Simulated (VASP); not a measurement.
# BN (P6_3mc) in VASP: a series of runs

BN is run at these levels: PBE; tasks: single point.

Everything below comes from runs of VASP 6.6.1. Logs are shortened: lines on timing, memory, paths and dates and some standing lists are left out, and cuts for length are marked.

### 1 The cell of the first run

Symmetry: P6_3mc, No. 186, hexagonal system. Conventional cell: a = 2.544 Å, b = 2.544 Å, c = 4.208 Å, α = 90.00°, β = 90.00°, γ = 120.00°. Within 2.1 Å of B (site symmetry 3m) lie 4 N at 1.56 to 1.58 Å. Within 2.1 Å of N (site symmetry 3m) lie 4 B at 1.56 to 1.58 Å.

### 2 Single point, PBE

INCAR

```
ALGO = Normal
EDIFF = 1E-6
ENCUT = 520
GGA = PE
ISIF = 2
ISMEAR = 0
LASPH = True
LCHARG = False
LREAL = False
LWAVE = False
NBANDS = 16
NELM = 60
PREC = Accurate
SIGMA = 0.01
```

KPOINTS

```
k-points
0
Gamma
  6 6 4
```

POSCAR

```
BN
1.0
    2.5439499968      0.0000000000      0.0000000000
   -1.2719749984      2.2031253232      0.0000000000
    0.0000000000      0.0000000000      4.2078153299
B N
2 2
Direct
    0.3333333333      0.6666666667      0.0002034648
    0.6666666667      0.3333333333      0.5002034648
    0.3333333333      0.6666666667      0.3747965352
    0.6666666667      0.3333333333      0.8747965352
```

Potentials or basis: VASP PAW PBE potentials, release 64 (B, N).

On the command line:

```sh
> cat potpaw_PBE.64/B/POTCAR potpaw_PBE.64/N/POTCAR > POTCAR
> mpirun -np 1 vasp_std > vasp.out
```

OUTCAR:

```text
EDIFF = 1E-6
   ENCUT = 520
   GGA = PE
   ISIF = 2
   ISMEAR = 0
   LASPH = True
   LREAL = False
   NELM = 60
   PREC = Accurate

 ion  position               nearest neighbor table
   1  0.333  0.667  0.000-   4 1.56   4 1.56   4 1.56   3 1.58
   2  0.667  0.333  0.500-   3 1.56   3 1.56   3 1.56   4 1.58
   3  0.333  0.667  0.375-   2 1.56   2 1.56   2 1.56   1 1.58
   4  0.667  0.333  0.875-   1 1.56   1 1.56   1 1.56   2 1.58

  LATTYP: Found a hexagonal cell.
 ALAT       =     2.5439499968
 C/A-ratio  =     1.6540479708

  Lattice vectors:

 A1 = (   2.5439499968,   0.0000000000,   0.0000000000)
 A2 = (  -1.2719749984,   2.2031253232,   0.0000000000)
 A3 = (   0.0000000000,   0.0000000000,   4.2078153299)

Analysis of symmetry for initial positions (statically):
=====================================================================
 Subroutine PRICEL returns:
 Original cell was already a primitive cell.

 Routine SETGRP: Setting up the symmetry group for a
 hexagonal supercell.

 Subroutine GETGRP returns: Found 12 space group operations
 (whereof  6 operations were pure point group operations)
 out of a pool of 24 trial point group operations.

The static configuration has the point symmetry C_3v.
 The point group associated with its full space group is C_6v.

Analysis of symmetry for dynamics (positions and initial velocities):
=====================================================================
 Subroutine PRICEL returns:
 Original cell was already a primitive cell.

 Routine SETGRP: Setting up the symmetry group for a
 hexagonal supercell.

 Subroutine GETGRP returns: Found 12 space group operations
 (whereof  6 operations were pure point group operations)
 out of a pool of 24 trial point group operations.

The dynamic configuration has the point symmetry C_3v.
 The point group associated with its full space group is C_6v.

 Subroutine INISYM returns: Found 12 space group operations
 (whereof  6 operations are pure point group operations),
 and found     1 'primitive' translations

----------------------------------------------------------------------------------------

                                     Primitive cell

  volume of cell :      23.5833

  direct lattice vectors                    reciprocal lattice vectors
     2.543949997  0.000000000  0.000000000     0.393089487  0.226950321  0.000000000
    -1.271974998  2.203125323  0.000000000     0.000000000  0.453900643  0.000000000
[... 89 lines left out ...]
   IBRION =     -1    ionic relax: 0-MD 1-quasi-New 2-CG
   NFREE  =      0    steps in history (QN), initial steepest desc. (CG)
   ISIF   =      2    stress and relaxation
   ISYM   =      2    0-nonsym 1-usesym 2-fastsym
   POTIM  = 0.5000    time-step for ionic-motion
   TEBEG  =    0.0;   TEEND  =   0.0 temperature during run
   PSTRESS=    0.0 pullay stress
   NELECT =      16.0000    total number of electrons
   NUPDOWN=      -1.0000    fix difference up-down
   EMIN   =  10.00;   EMAX   =-10.00  energy-range for DOS
   EFERMI =   0.00;   METHOD = LEGACY
   ISMEAR =     0;   SIGMA  =   0.01  broadening in eV -4-tet -1-fermi 0-gaus
   EFERMI_NEDOS =   21; number of points for ismear=-14 and -15
   IALGO  =     38    algorithm
   IMIX   =      4    mixing-type and parameters
     AMIX     =   0.40;   BMIX     =  1.00
     AMIX_MAG =   1.60;   BMIX_MAG =  1.00
  volume/ion in A,a.u.               =       5.90        39.79
  Fermi-wavevector in a.u.,A,eV,Ry     =   1.438512  2.718393 28.154745  2.069315
  Thomas-Fermi vector in A             =   2.557470
   LORBIT       =      0    0 simple, 1 ext, 2 COOP (PROOUT), +10 PAW based schemes
   GGA     = PE    functional components
   LHFCALC =     F    Hartree Fock is set to
   AEXX    =    0.0000 exact exchange contribution
   IVDW    =     0    specifies the selected vdW correction
   LEPSILON=     F    determine dielectric tensor
   LRPA    =     F    only Hartree local field effects (RPA)
 non-spin polarized calculation
 Gauss-broadening in eV      SIGMA  =   0.01
  energy-cutoff  :      520.00
  volume of cell :       23.58
 maximum number of plane-waves:       652
 NGX is ok and might be reduce to    20
   NGX =  9   NGY =  9   NGZ = 15

 number of electron      16.0000000 magnetization

 Free energy of the ion-electron system (eV)
  ---------------------------------------------------
  ext. energy  EPLUGINS =         0.00000000
  ---------------------------------------------------
  free energy    TOTEN  =       -34.82331797 eV

  energy without entropy =      -34.82331797  energy(sigma->0) =      -34.82331797

 E-fermi :   7.6264     XC(G=0): -12.8215

 val. band max:        7.5843768751   @ k =   0.0000   0.0000   0.0000
 cond. band min:      12.7727715292   @ k =   0.3333   0.3333   0.0000
 fundamental gap:      5.1883946541
 Fermi energy:         7.6263693760

 k-point     1 :       0.0000    0.0000    0.0000
  band No.  band energies     occupation
      1     -12.8445      2.00000
      2      -8.6810      2.00000
      3      -3.3534      2.00000
      4       5.4560      2.00000
      5       5.4560      2.00000
      6       7.3160      2.00000
[... 376 lines left out ...]
      3      -1.2625      2.00000
      4      -1.2625      2.00000
      5      -0.1660      2.00000
      6      -0.1660      2.00000
[... 8 lines left out ...]
     15      24.2871      0.00000
     16      24.2871      0.00000

------------------------ aborting loop because EDIFF is reached ----------------------------------------

  FORCE on cell =-STRESS in cart. coord.  units (eV):
  Direction    XX          YY          ZZ          XY          YZ          ZX
  --------------------------------------------------------------------------------------
  -------------------------------------------------------------------------------------
  Total        0.7433448      0.7433448      0.7022106      0.0000000      0.0000000      0.0000000
  in kB       50.5005904     50.5005904     47.7060548      0.0000000      0.0000000      0.0000000
  external PRESSURE =      49.5690785 kB  Pullay stress =       0.0000000 kB

 VOLUME and BASIS-vectors are now :
 -----------------------------------------------------------------------------
  energy-cutoff  :      520.00
  volume of cell :       23.58
      direct lattice vectors                 reciprocal lattice vectors
     2.543949997  0.000000000  0.000000000     0.393089487  0.226950321  0.000000000
    -1.271974998  2.203125323  0.000000000     0.000000000  0.453900643  0.000000000
     0.000000000  0.000000000  4.207815330     0.000000000  0.000000000  0.237653015

 POSITION                                       TOTAL-FORCE (eV/Angst)
 -----------------------------------------------------------------------------------
     -0.00000      1.46875      0.00086        -0.000000      0.000000      0.004134
      1.27197      0.73438      2.10476         0.000000      0.000000      0.004134
     -0.00000      1.46875      1.57707        -0.000000      0.000000     -0.004134
      1.27197      0.73438      3.68098         0.000000     -0.000000     -0.004134
 -----------------------------------------------------------------------------------
    total drift:                               -0.000000     -0.000000     -0.000416

  FREE ENERGIE OF THE ION-ELECTRON SYSTEM (eV)
  ---------------------------------------------------
  free  energy   TOTEN  =       -34.8233179696 eV

  energy  without entropy=      -34.8233179696  energy(sigma->0) =      -34.82331797
```

stdout:

```text
POSCAR found type information on POSCAR B N
 POSCAR found :  2 types and       4 ions
 scaLAPACK will be used
 LDA part: xc-table for (Slater+PW92), standard interpolation
 POSCAR, INCAR and KPOINTS ok, starting setup
 FFT: planning ... GRIDC
 FFT: planning ... GRID_SOFT
 FFT: planning ... GRID
 WAVECAR not read
 entering main loop
```

Run time: 7 s. Hardware: 1 thread of Intel Xeon Platinum 8259CL at 2.50GHz (Skylake/Cascade Lake), shared host; peak memory 0.13 GiB.

Results:

```yaml
Free_energy: -34.8233 eV
Pressure: 5.0 GPa
Largest_force: 0.004 eV/Å
Band_gap_on_the_k_mesh: 5.19 eV, indirect (least direct gap 8.32 eV)
```

Forces on the atoms (eV/Å):
```
B    0.000  0.000  0.004
B    0.000  0.000  0.004
N    0.000  0.000 -0.004
N    0.000  0.000 -0.004
```

Stress tensor (GPa, compression positive):
```
5.05 0.00 0.00
0.00 5.05 0.00
0.00 0.00 4.77
```

Caveat: the k points lie up to 0.48 Å⁻¹ apart.

### 3 Single point, PBE

INCAR

```
SYSTEM = BN
PREC     = Accurate       ! precision mode
ENCUT    = 520            ! plane-wave cutoff, eV
EDIFF    = 1E-6           ! SCF threshold, eV
ISMEAR   = 0              ! smearing method
SIGMA    = 0.01           ! smearing width, eV
LREAL    = .False.        ! projectors in reciprocal space
LASPH    = .True.         ! aspherical terms in the spheres
NELM     = 100            ! most SCF steps
ALGO     = Normal         ! electronic algorithm
ISIF     = 2              ! what is computed and relaxed
LWAVE    = .False.        ! write WAVECAR
LCHARG   = .False.        ! write CHGCAR
GGA      = PE             ! functional
NBANDS   = 16             ! bands
```

KPOINTS

```
Automatic mesh
0
Gamma
  6 6 4
  0 0 0
```

POSCAR is that of step 2.

Potentials or basis: VASP PAW PBE potentials, release 64 (B, N).

On the command line:

```sh
> cat potpaw_PBE.64/B/POTCAR potpaw_PBE.64/N/POTCAR > POTCAR
> mpirun -np 1 vasp_std > vasp.out
```

Run time: 6.9 s. Hardware: 1 thread of Intel Xeon Platinum 8259CL at 2.50GHz (Skylake/Cascade Lake), shared host; peak memory 0.13 GiB.

The run converged. Its results:

```yaml
Free_energy: -34.8233 eV
Pressure: 5.0 GPa
Largest_force: 0.004 eV/Å
Band_gap_on_the_k_mesh: 5.19 eV, indirect (least direct gap 8.32 eV)
```

Forces on the atoms (eV/Å):
```
B    0.000  0.000  0.004
B    0.000  0.000  0.004
N    0.000  0.000 -0.004
N    0.000  0.000 -0.004
```

Stress tensor (GPa, compression positive):
```
5.05 0.00 0.00
0.00 5.05 0.00
0.00 0.00 4.77
```

Levels at points of the mesh, in eV from the valence-band top:
| k point | band 4 | band 5 | band 6 | band 7 | band 8 | band 9 | band 10 | band 11 | band 12 | band 13 |
| --- | --- | --- | --- | --- | --- | --- | --- | --- | --- | --- |
| (0.00, 0.00, 0.00) | -2.13 | -2.13 | -0.27 | 0.00 | 0.00 | 8.38 | 8.38 | 8.62 | 9.56 | 10.81 |
| (0.50, 0.00, 0.00) | -7.81 | -6.92 | -5.00 | -4.42 | -2.12 | 6.72 | 7.98 | 10.62 | 11.51 | 12.94 |
| (0.00, 0.00, 0.50) | -5.72 | -1.18 | -1.18 | -1.18 | -1.18 | 9.52 | 9.52 | 9.94 | 9.94 | 9.94 |
| (0.50, 0.00, 0.50) | -10.04 | -3.78 | -3.78 | -3.58 | -3.58 | 6.60 | 6.60 | 10.06 | 10.06 | 14.30 |

Caveat: the k points lie up to 0.48 Å⁻¹ apart. A k mesh can miss the band edges.
